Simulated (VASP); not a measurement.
Here is a VASP 6.6.1 calculation.

The input INCAR:

```
SYSTEM = Mo
ALGO     = Normal         ! electronic algorithm
EDIFF    = 1E-6           ! SCF threshold, eV
ENCUT    = 520            ! plane-wave cutoff, eV
GGA      = PE             ! functional
ISIF     = 2              ! what is computed and relaxed
ISMEAR   = 0              ! smearing method
LASPH    = .TRUE.         ! aspherical terms in the spheres
LCHARG   = .FALSE.        ! write CHGCAR
LREAL    = .FALSE.        ! projectors in reciprocal space
LWAVE    = .FALSE.        ! write WAVECAR
NBANDS   = 13             ! bands
NELM     = 100            ! most SCF steps
PREC     = Accurate       ! precision mode
SIGMA    = 0.1            ! smearing width, eV
```

Contents of KPOINTS:

```
k-points
0
G
  24 24 24
  0 0 0
```

POSCAR

```
Mo
1.0
   -1.5804252937      1.5804252937      1.5804252937
    1.5804252937     -1.5804252937      1.5804252937
    1.5804252937      1.5804252937     -1.5804252937
Mo
1
Direct
    0.0000000000      0.0000000000      0.0000000000
```

Potentials or basis: VASP PAW PBE potentials, release 64 (Mo_sv).

The run is started by

```console
$ cat potpaw_PBE.64/Mo_sv/POTCAR > POTCAR
$ mpirun -np 1 vasp_std > vasp.out
```

Problem. Estimate the band gap on the k mesh.

Solution. Zero (band 7 reaches 16.35 eV, above the bottom of band 8 at 11.09 eV).

Problem. Predict the pressure.

Solution. 0.5 GPa.
